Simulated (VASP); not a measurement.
# CrO2 (P4_2/mnm) in VASP: a series of runs

CrO2 is run at these levels: PBE+U; tasks: single point.

All numbers are computed with VASP 6.6.1; they aren't measurements. Logs are shortened: lines on timing, memory, paths and dates and some standing lists are left out, and cuts for length are marked.

**1. The cell of the first run**

The structure is tetragonal, space group P4_2/mnm (No. 136). The conventional cell has a = 4.421 Å, b = 4.421 Å, c = 2.917 Å, α = 90.00°, β = 90.00°, γ = 90.00°. Within 2.5 Å of Cr (site symmetry mmm) lie 6 O at 1.88 to 1.92 Å. O (site symmetry m2m) has 3 Cr at 1.88 to 1.92 Å and 1 O at 2.49 Å within 2.5 Å.

**2. Single point, PBE+U, collinear spin, ferromagnetic start**

Contents of INCAR:

```
SYSTEM = CrO2
  ALGO = Normal
  EDIFF = 1E-6
  ENCUT = 520
  GGA = PE
  ISIF = 2
  ISMEAR = 1
  ISPIN = 2
  LASPH = .True.
  LCHARG = .True.
  LDAU = .True.
  LDAUJ = 0 0
  LDAUL = 2 -1
  LDAUPRINT = 1
  LDAUTYPE = 2
  LDAUU = 3 0
  LELF = .True.
  LMAXMIX = 4
  LORBIT = 11
  LREAL = .False.
  LVHAR = .True.
  LWAVE = .False.
  MAGMOM = 3 3 0 0 0 0
  NBANDS = 37
  NELM = 150
  PREC = Accurate
  SIGMA = 0.15
```

Contents of KPOINTS:

```
k-points
0
Gamma
  6 6 9
  0 0 0
```

Contents of POSCAR:

```
CrO2
1.0
    4.4210000000      0.0000000000      0.0000000000
    0.0000000000      4.4210000000      0.0000000000
    0.0000000000      0.0000000000      2.9170000000
Cr O
2 4
Direct
    0.0000000000      0.0000000000      0.0000000000
    0.5000000000      0.5000000000      0.5000000000
    0.3010000000      0.3010000000      0.0000000000
    0.1990000000      0.8010000000      0.5000000000
    0.6990000000      0.6990000000      0.0000000000
    0.8010000000      0.1990000000      0.5000000000
```

Potentials or basis: VASP PAW PBE potentials, release 64 (Cr_pv, O).

Started as:

```bash
$ cat potpaw_PBE.64/Cr_pv/POTCAR potpaw_PBE.64/O/POTCAR > POTCAR
$ mpirun -np 1 vasp_std > vasp.out
```

OUTCAR:

```text
SYSTEM = CrO2
   EDIFF = 1E-6
   ENCUT = 520
   GGA = PE
   ISIF = 2
   ISMEAR = 1
   ISPIN = 2
   LASPH = .True.
   LORBIT = 11
   LREAL = .False.
   NELM = 150
   PREC = Accurate

 ion  position               nearest neighbor table
   1  0.000  0.000  0.000-   3 1.88   5 1.88   4 1.92   6 1.92   4 1.92   6 1.92
   2  0.500  0.500  0.500-   4 1.88   6 1.88   5 1.92   3 1.92   3 1.92   5 1.92
   3  0.301  0.301  0.000-   1 1.88   2 1.92   2 1.92
   4  0.199  0.801  0.500-   2 1.88   1 1.92   1 1.92
   5  0.699  0.699  0.000-   1 1.88   2 1.92   2 1.92
   6  0.801  0.199  0.500-   2 1.88   1 1.92   1 1.92

  LATTYP: Found a simple tetragonal cell.
 ALAT       =     4.4210000000
 C/A-ratio  =     0.6598054739

  Lattice vectors:

 A1 = (   4.4210000000,   0.0000000000,   0.0000000000)
 A2 = (   0.0000000000,   4.4210000000,   0.0000000000)
 A3 = (   0.0000000000,   0.0000000000,   2.9170000000)

Analysis of symmetry for initial positions (statically):
=====================================================================
 Subroutine PRICEL returns:
 Original cell was already a primitive cell.

 Routine SETGRP: Setting up the symmetry group for a
 simple tetragonal supercell.

 Subroutine GETGRP returns: Found 16 space group operations
 (whereof  8 operations were pure point group operations)
 out of a pool of 16 trial point group operations.

The static configuration has the point symmetry D_2h.
 The point group associated with its full space group is D_4h.

Analysis of symmetry for dynamics (positions and initial velocities):
=====================================================================
 Subroutine PRICEL returns:
 Original cell was already a primitive cell.

 Routine SETGRP: Setting up the symmetry group for a
 simple tetragonal supercell.

 Subroutine GETGRP returns: Found 16 space group operations
 (whereof  8 operations were pure point group operations)
 out of a pool of 16 trial point group operations.

The dynamic configuration has the point symmetry D_2h.
 The point group associated with its full space group is D_4h.

Analysis of structural, dynamic, and magnetic symmetry:
=====================================================================
 Subroutine PRICEL returns:
 Original cell was already a primitive cell.

 Routine SETGRP: Setting up the symmetry group for a
 simple tetragonal supercell.

 Subroutine GETGRP returns: Found 16 space group operations
 (whereof  8 operations were pure point group operations)
 out of a pool of 16 trial point group operations.

The overall configuration has the point symmetry D_2h.
 The point group associated with its full space group is D_4h.

 Subroutine INISYM returns: Found 16 space group operations
 (whereof  8 operations are pure point group operations),
 and found     1 'primitive' translations

----------------------------------------------------------------------------------------

                                     Primitive cell

  volume of cell :      57.0135

  direct lattice vectors                    reciprocal lattice vectors
     4.421000000  0.000000000  0.000000000     0.226193169  0.000000000  0.000000000
     0.000000000  4.421000000  0.000000000     0.000000000  0.226193169  0.000000000
     0.000000000  0.000000000  2.917000000     0.000000000  0.000000000  0.342817964

  length of vectors
     4.421000000  4.421000000  2.917000000     0.226193169  0.226193169  0.342817964
[... 156 lines left out ...]
  o =  0.1072  v =  0.0000  0.0000  0.0000  0.0000  0.0000 -0.0000  0.0000 -0.0000  0.0000  1.0000      0.0000  0.0000  0.0000  0.0000  0.0000  0.0000  0.0000  0.0000  0.0000  0.0000
  o =  0.3026  v =  0.0000  0.0000  0.0000  0.0000  0.0000  0.0000  0.7071  0.0000 -0.7071 -0.0000      0.0000  0.0000  0.0000  0.0000  0.0000  0.0000  0.0000  0.0000  0.0000  0.0000
  o =  0.3131  v =  0.0000  0.0000  0.0000  0.0000  0.0000 -0.8405 -0.0000  0.5418  0.0000 -0.0000      0.0000  0.0000  0.0000  0.0000  0.0000  0.0000  0.0000  0.0000  0.0000  0.0000
  o =  0.3948  v = -0.0000  0.7071  0.0000 -0.7071  0.0000  0.0000  0.0000  0.0000  0.0000  0.0000      0.0000  0.0000  0.0000  0.0000  0.0000  0.0000  0.0000  0.0000  0.0000  0.0000
  o =  0.4363  v = -0.8293 -0.0000  0.5589  0.0000  0.0000  0.0000  0.0000  0.0000  0.0000  0.0000      0.0000  0.0000  0.0000  0.0000  0.0000  0.0000  0.0000  0.0000  0.0000  0.0000
  o =  0.5150  v =  0.0000 -0.0000 -0.0000  0.0000  1.0000  0.0000  0.0000  0.0000  0.0000  0.0000      0.0000  0.0000  0.0000  0.0000  0.0000  0.0000  0.0000  0.0000  0.0000  0.0000
  o =  0.8520  v = -0.0000 -0.7071 -0.0000 -0.7071  0.0000  0.0000  0.0000  0.0000  0.0000  0.0000      0.0000  0.0000  0.0000  0.0000  0.0000  0.0000  0.0000  0.0000  0.0000  0.0000
  o =  0.9487  v = -0.5589  0.0000 -0.8293  0.0000  0.0000  0.0000  0.0000  0.0000  0.0000  0.0000      0.0000  0.0000  0.0000  0.0000  0.0000  0.0000  0.0000  0.0000  0.0000  0.0000

atom =   2  type =  1  l = 2

 onsite density matrix

spin component  1

  0.5963  0.0000 -0.2375  0.0000 -0.0000
  0.0000  0.6234  0.0000 -0.2286  0.0000
 -0.2375  0.0000  0.7886  0.0000 -0.0000
  0.0000 -0.2286  0.0000  0.6234  0.0000
 -0.0000  0.0000 -0.0000  0.0000  0.5150

spin component  2

  0.2402  0.0000  0.1131  0.0000 -0.0000
  0.0000  0.1957  0.0000  0.1070  0.0000
  0.1131  0.0000  0.1377  0.0000 -0.0000
  0.0000  0.1070  0.0000  0.1957  0.0000
 -0.0000  0.0000 -0.0000  0.0000  0.1072

 occupancies and eigenvectors

  o =  0.0647  v =  0.0000  0.0000  0.0000  0.0000  0.0000 -0.5418  0.0000  0.8405  0.0000  0.0000      0.0000  0.0000  0.0000  0.0000  0.0000  0.0000  0.0000  0.0000  0.0000  0.0000
  o =  0.0887  v =  0.0000  0.0000  0.0000  0.0000  0.0000  0.0000  0.7071  0.0000 -0.7071 -0.0000      0.0000  0.0000  0.0000  0.0000  0.0000  0.0000  0.0000  0.0000  0.0000  0.0000
  o =  0.1072  v =  0.0000  0.0000  0.0000  0.0000  0.0000 -0.0000 -0.0000  0.0000  0.0000 -1.0000      0.0000  0.0000  0.0000  0.0000  0.0000  0.0000  0.0000  0.0000  0.0000  0.0000
  o =  0.3026  v =  0.0000  0.0000  0.0000  0.0000  0.0000  0.0000  0.7071  0.0000  0.7071 -0.0000      0.0000  0.0000  0.0000  0.0000  0.0000  0.0000  0.0000  0.0000  0.0000  0.0000
  o =  0.3131  v =  0.0000  0.0000  0.0000  0.0000  0.0000 -0.8405  0.0000 -0.5418  0.0000  0.0000      0.0000  0.0000  0.0000  0.0000  0.0000  0.0000  0.0000  0.0000  0.0000  0.0000
  o =  0.3948  v = -0.0000  0.7071 -0.0000  0.7071 -0.0000  0.0000  0.0000  0.0000  0.0000  0.0000      0.0000  0.0000  0.0000  0.0000  0.0000  0.0000  0.0000  0.0000  0.0000  0.0000
  o =  0.4363  v =  0.8293  0.0000  0.5589  0.0000  0.0000  0.0000  0.0000  0.0000  0.0000  0.0000      0.0000  0.0000  0.0000  0.0000  0.0000  0.0000  0.0000  0.0000  0.0000  0.0000
  o =  0.5150  v = -0.0000  0.0000 -0.0000  0.0000  1.0000  0.0000  0.0000  0.0000  0.0000  0.0000      0.0000  0.0000  0.0000  0.0000  0.0000  0.0000  0.0000  0.0000  0.0000  0.0000
  o =  0.8520  v = -0.0000  0.7071  0.0000 -0.7071  0.0000  0.0000  0.0000  0.0000  0.0000  0.0000      0.0000  0.0000  0.0000  0.0000  0.0000  0.0000  0.0000  0.0000  0.0000  0.0000
  o =  0.9487  v = -0.5589 -0.0000  0.8293  0.0000 -0.0000  0.0000  0.0000  0.0000  0.0000  0.0000      0.0000  0.0000  0.0000  0.0000  0.0000  0.0000  0.0000  0.0000  0.0000  0.0000

 number of electron      48.0000027 magnetization       3.9999533

 Free energy of the ion-electron system (eV)
  ---------------------------------------------------
  ext. energy  EPLUGINS =         0.00000000
  ---------------------------------------------------
  free energy    TOTEN  =       -45.34812679 eV

  energy without entropy =      -45.34692762  energy(sigma->0) =      -45.34772706

 E-fermi :   5.4063     XC(G=0): -11.9029

 val. band max:        5.3520260547   @ k =   0.1667   0.1667   0.3333
 cond. band min:       5.4138623704   @ k =   0.1667   0.1667   0.0000
 fundamental gap:      0.0618363157
 Fermi energy:         5.4062861021

 spin component 1

 k-point     1 :       0.0000    0.0000    0.0000
  band No.  band energies     occupation
      1     -39.4648      1.00000
      2     -39.4648      1.00000
      3     -39.3866      1.00000
      4     -39.3866      1.00000
      5     -39.1868      1.00000
      6     -39.1727      1.00000
[... 1865 lines left out ...]
     35      16.7932      0.00000
     36      16.7932      0.00000

 [... further k-points ...]

 [bands above 36 left out]

------------------------ aborting loop because EDIFF is reached ----------------------------------------

  FORCE on cell =-STRESS in cart. coord.  units (eV):
  Direction    XX          YY          ZZ          XY          YZ          ZX
  --------------------------------------------------------------------------------------
  -------------------------------------------------------------------------------------
  Total        3.0675501      3.0675501      4.2427337     -0.0000000      0.0000000      0.0000000
  in kB       86.2034779     86.2034779    119.2281749     -0.0000000      0.0000000      0.0000000
  external PRESSURE =      97.2117102 kB  Pullay stress =       0.0000000 kB

 VOLUME and BASIS-vectors are now :
 -----------------------------------------------------------------------------
  energy-cutoff  :      520.00
  volume of cell :       57.01
      direct lattice vectors                 reciprocal lattice vectors
     4.421000000  0.000000000  0.000000000     0.226193169  0.000000000  0.000000000
     0.000000000  4.421000000  0.000000000     0.000000000  0.226193169  0.000000000
     0.000000000  0.000000000  2.917000000     0.000000000  0.000000000  0.342817964

 POSITION                                       TOTAL-FORCE (eV/Angst)
 -----------------------------------------------------------------------------------
      0.00000      0.00000      0.00000        -0.000000     -0.000000      0.000000
      2.21050      2.21050      1.45850        -0.000000     -0.000000      0.000000
      1.33072      1.33072      0.00000        -0.005750     -0.005750      0.000000
      0.87978      3.54122      1.45850         0.005750     -0.005750      0.000000
      3.09028      3.09028      0.00000         0.005750      0.005750      0.000000
      3.54122      0.87978      1.45850        -0.005750      0.005750      0.000000
 -----------------------------------------------------------------------------------
    total drift:                                0.000000      0.000000      0.000000

  FREE ENERGIE OF THE ION-ELECTRON SYSTEM (eV)
  ---------------------------------------------------
  free  energy   TOTEN  =       -45.3481267879 eV

  energy  without entropy=      -45.3469276176  energy(sigma->0) =      -45.34772706

 total charge

# of ion       s       p       d       tot
------------------------------------------
    1        0.373   6.473   3.986  10.832
    2        0.373   6.473   3.986  10.832
    3        1.572   3.477   0.000   5.049
    4        1.572   3.477   0.000   5.049
    5        1.572   3.477   0.000   5.049
    6        1.572   3.477   0.000   5.049
--------------------------------------------------
tot          7.033  26.855   7.972  41.861

 magnetization (x)

# of ion       s       p       d       tot
------------------------------------------
    1        0.027   0.035   2.267   2.329
    2        0.027   0.035   2.267   2.329
    3       -0.005  -0.161   0.000  -0.167
    4       -0.005  -0.161   0.000  -0.167
    5       -0.005  -0.161   0.000  -0.167
    6       -0.005  -0.161   0.000  -0.167
--------------------------------------------------
tot          0.033  -0.576   4.534   3.991
```

Wall time 2.8 min (1 thread of Intel Xeon Platinum 8488C (Sapphire Rapids), shared host); peak memory 0.29 GiB.

Results:

- Free energy: -45.3481 eV
- Pressure: 9.7 GPa
- Largest force: 0.008 eV/Å
- Band gap on the k mesh: zero (filled and empty bands overlap)
- Net moment: 4.00 μB per cell
- Site moments: Cr +2.33; O -0.17 μB
- Valence electrons inside the program's atomic spheres: Cr 10.83; O 5.05

Forces in eV/Å, atoms in the order of the input:
```
Cr   0.000  0.000  0.000
Cr   0.000  0.000  0.000
O   -0.006 -0.006  0.000
O    0.006 -0.006  0.000
O    0.006  0.006  0.000
O   -0.006  0.006  0.000
```

Levels at points of the mesh, in eV from the Fermi level:
Spin up:
```
           k point  band 23  band 24  band 25  band 26  band 27  band 28  band 29  band 30
(0.00, 0.00, 0.00)    -1.22    -1.22    -0.75    -0.75    -0.13     1.34     1.42     4.07
(0.50, 0.00, 0.00)    -1.05    -1.05    -0.72    -0.72     0.50     0.50     3.71     3.71
(0.50, 0.50, 0.00)    -1.92    -1.92    -1.72    -1.72     1.15     1.15     3.03     3.03
```
Spin down:
```
           k point  band 20  band 21  band 22  band 23  band 24  band 25
(0.00, 0.00, 0.00)    -1.12    -1.12    -0.68     2.20     2.25     2.45
(0.50, 0.00, 0.00)    -2.46    -1.47    -1.47     2.85     2.85     3.21
(0.50, 0.50, 0.00)    -2.22    -1.95    -1.95     2.19     2.19     2.72
```

Eigenvalues of the final occupation matrices:
```
    site  spin  trace               eigenvalues
site 1 d     1   3.15  0.39 0.44 0.52 0.85 0.95
site 1 d     2   0.88  0.06 0.09 0.11 0.30 0.31
site 2 d     1   3.15  0.39 0.44 0.52 0.85 0.95
site 2 d     2   0.88  0.06 0.09 0.11 0.30 0.31
```

Caveat: the cell stands under pressure; only a ferromagnetic start was run, and an antiferromagnetic order may lie lower in energy. The state reached can hang on the start; a lower one may exist.

**3. Single point, PBE+U, collinear spin, ferromagnetic start**

Contents of INCAR:

```
SYSTEM = CrO2
ALGO = Normal ; EDIFF = 1E-6
ENCUT = 520 ; GGA = PE
ISIF = 2 ; ISMEAR = 1
ISPIN = 2 ; LASPH = .TRUE.
LCHARG = .TRUE. ; LDAU = .TRUE.
LDAUJ = 0 0 ; LDAUL = 2 -1
LDAUPRINT = 1 ; LDAUTYPE = 2
LDAUU = 4.5 0 ; LELF = .TRUE.
LMAXMIX = 4 ; LORBIT = 11
LREAL = .FALSE. ; LVHAR = .TRUE.
LWAVE = .FALSE. ; MAGMOM = 3 3 0 0 0 0
NBANDS = 37 ; NELM = 150
PREC = Accurate ; SIGMA = 0.15
```

Contents of KPOINTS:

```
k-points
0
G
  6 6 9
  0 0 0
```

POSCAR is that of step 2.

Potentials or basis: VASP PAW PBE potentials, release 64 (Cr_pv, O).

Started as:

```bash
$ cat potpaw_PBE.64/Cr_pv/POTCAR potpaw_PBE.64/O/POTCAR > POTCAR
$ mpirun -np 1 vasp_std > vasp.out
```

Wall time 2.7 min (1 thread of Intel Xeon Platinum 8488C (Sapphire Rapids), shared host); peak memory 0.29 GiB.

It converged, with:

```yaml
Free_energy: -43.0513 eV
Pressure: 13.3 GPa
Largest_force: 0.117 eV/Å
Band_gap_on_the_k_mesh: zero (filled and empty bands overlap)
Net_moment: 4.00 μB per cell
Site_moments: Cr +2.42; O -0.20 μB
Valence_electrons_inside_the_program's_atomic_spheres: Cr 10.82; O 5.06
```

Forces on the atoms (eV/Å):
```
Cr   0.000  0.000  0.000
Cr   0.000  0.000  0.000
O   -0.083 -0.083  0.000
O    0.083 -0.083  0.000
O    0.083  0.083  0.000
O   -0.083  0.083  0.000
```

Stress tensor (GPa, compression positive):
```
11.67  0.00  0.00
 0.00 11.67  0.00
 0.00  0.00 16.43
```

Levels at points of the mesh, in eV from the Fermi level:
Spin up:
```csv
k point,band 22,band 23,band 24,band 25,band 26,band 27,band 28,band 29,band 30,band 31
"(0.00, 0.00, 0.00)",-2.35,-1.16,-1.04,-0.55,-0.55,0.08,1.43,1.55,4.23,4.23
"(0.50, 0.00, 0.00)",-1.99,-0.91,-0.91,-0.87,-0.87,0.60,0.60,3.87,3.87,4.00
"(0.50, 0.50, 0.00)",-2.47,-1.93,-1.93,-1.54,-1.54,1.28,1.28,3.14,3.14,4.20
```
Spin down:
```
           k point  band 18  band 19  band 20  band 21  band 22  band 23  band 24  band 25  band 26  band 27
(0.00, 0.00, 0.00)    -2.99    -1.26    -1.00    -1.00    -0.56     2.88     2.89     3.02     3.41     3.41
(0.50, 0.00, 0.00)    -3.71    -2.28    -2.28    -1.35    -1.35     3.46     3.46     3.83     3.83     4.14
(0.50, 0.50, 0.00)    -2.55    -2.09    -2.09    -1.83    -1.83     2.79     2.79     3.43     3.43     4.03
```

Eigenvalues of the final occupation matrices:
```csv
site,spin,trace,eigenvalues
site 1 d,1,3.18,0.39 0.43 0.50 0.90 0.96
site 1 d,2,0.82,0.06 0.08 0.09 0.29 0.30
site 2 d,1,3.18,0.39 0.43 0.50 0.90 0.96
site 2 d,2,0.82,0.06 0.08 0.09 0.29 0.30
```

Caveat: the cell stands under pressure; only a ferromagnetic start was run, and an antiferromagnetic order may lie lower in energy. The state reached can hang on the start; a lower one may exist.
